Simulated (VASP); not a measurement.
The system is TaW.

```
Ta W
1.0
     1.61413   -2.30703    0.00000
     1.61413    2.30703    0.00000
     0.00000    0.00000    4.52140
Ta W
1 1
Direct
  0.00000 0.00000 0.00000
  0.50000 0.50000 0.50000
```

| Property | Result |
| --- | --- |
| Program | VASP 6.6.1 |
| Task | relaxation of volume and atoms at fixed shape |
| Functional | PBEsol |
| Potentials or basis | VASP PAW PBE potentials, release 64 (Ta_pv, W_sv) |
| Cutoff | 600 eV |
| k mesh | 8 × 8 × 5 |
| Occupations | fermi-dirac, width 0.05 eV |
| Spin | no spin polarisation |

At the start: pressure -4.3 GPa; volume 16.84 Å³/atom.

How do energy, volume and symmetry change on relaxing?

Over 3 steps the energy falls by 3.8 meV/atom and the volume is 16.56 Å³/atom (-1.6 %); space group Cmmm (No. 65, to 0.05 Å).

Step by step:
| step | energy change (eV) | largest force (eV/Å) | pressure (GPa) | volume (Å³) |
| --- | --- | --- | --- | --- |
| 1 | 0.0000 | 0.0000 | -4.33 | 33.67 |
| 2 | 0.0625 | 0.0000 | 14.55 | 31.51 |
| 3 | -0.0077 | 0.0000 | -0.07 | 33.12 |

Final structure:
```xyz
2
Lattice="1.6053 -2.2944 0.0000 1.6053 2.2944 0.0000 0.0000 0.0000 4.4967" Properties=species:S:1:pos:R:3 pbc="T T T"
Ta    0.0000    0.0000    0.0000
W     1.6053    0.0000    2.2483
```

Caveat: the PAW data sets were made with another functional, which shifts forces and pressure a little.
